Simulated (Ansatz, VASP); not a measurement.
Zr3C2: VASP beside Ansatz

```
Zr C
1.0
     4.44275    0.00000    0.00000
     0.00000    4.44275    0.00000
     0.00000    0.00000    3.43819
Zr C
3 2
Direct
  0.00000 0.50000 0.00000
  0.50000 0.00000 0.00000
  0.50000 0.50000 0.00000
  0.50000 0.50000 0.50000
  0.00000 0.00000 0.50000
```

Alike in both runs: task relaxation of cell and atoms; functional PBE; k mesh 4 × 4 × 6; occupations gaussian, width 0.1 eV; no spin polarisation.

|  | VASP | Ansatz |
| --- | --- | --- |
| version | VASP 6.6.1 | Ansatz 0.2.0 |
| potentials or method | VASP PAW PBE potentials, release 64 (Zr_sv, C), cutoff 600 eV | scalar-relativistic, plane waves, PAW |
| valence electrons in the cell | 44 | 44 |

|  | VASP | Ansatz | Ansatz less VASP |
| --- | --- | --- | --- |
| gap on the k mesh at the Fermi level, each at its own relaxed structure (eV) | none | none | - |
| relaxed volume (Å³/atom) | 20.97 | 20.93 | -0.047 |
| relaxed length of the cell vector where the two differ most in proportion (Å) | 5.135 | 5.128 | -0.0075 |

A gap of «none» marks a metal or a gap that the smearing closes.

Noted on VASP's run: the volume moved by over 15 % at a fixed basis, so the end points are rough.
